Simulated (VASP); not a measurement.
Ca, 2 atoms in the cell. Symmetry: P6_3/mmc, No. 194, hexagonal system. The conventional cell has a = 3.919 Å, b = 3.919 Å, c = 6.457 Å, α = 90.00°, β = 90.00°, γ = 120.00°. Ca (site symmetry -6m2) has 12 Ca at 3.92 to 3.94 Å within 5.1 Å.  This cell differs from its parent crystal: volume scaled by 1.12.

| Quantity | Value |
| --- | --- |
| Program | VASP 6.6.1 |
| Task | single point |
| Functional | LDA |
| Potentials or basis | VASP PAW LDA potentials, release 64 (Ca_sv) |
| Cutoff | 520 eV |
| k mesh | 11 × 11 × 6 |
| Occupations | fermi-dirac, width 0.1 eV |
| Spin | no spin polarisation |
| Dipole correction | no |
| Further INCAR settings | ALGO = Normal; EDIFF = 1e-06; NBANDS = 17 |

Potentials or basis: VASP PAW LDA potentials, release 64 (Ca_sv).

Launch:

```sh
$ cat potpaw_LDA.64/Ca_sv/POTCAR > POTCAR
$ mpirun -np 1 vasp_std > vasp.out
```

Hardware: 1 thread of AMD EPYC 9R45 96-Core Processor (Zen 5), on a shared host.

Problem. Estimate the wall time of this run.

Solution. Run time: 38 s on 1 thread of AMD EPYC 9R45 96-Core Processor (Zen 5), with other jobs on the host, peak memory 0.18 GiB. Counts: scf iterations 11, k points 64.
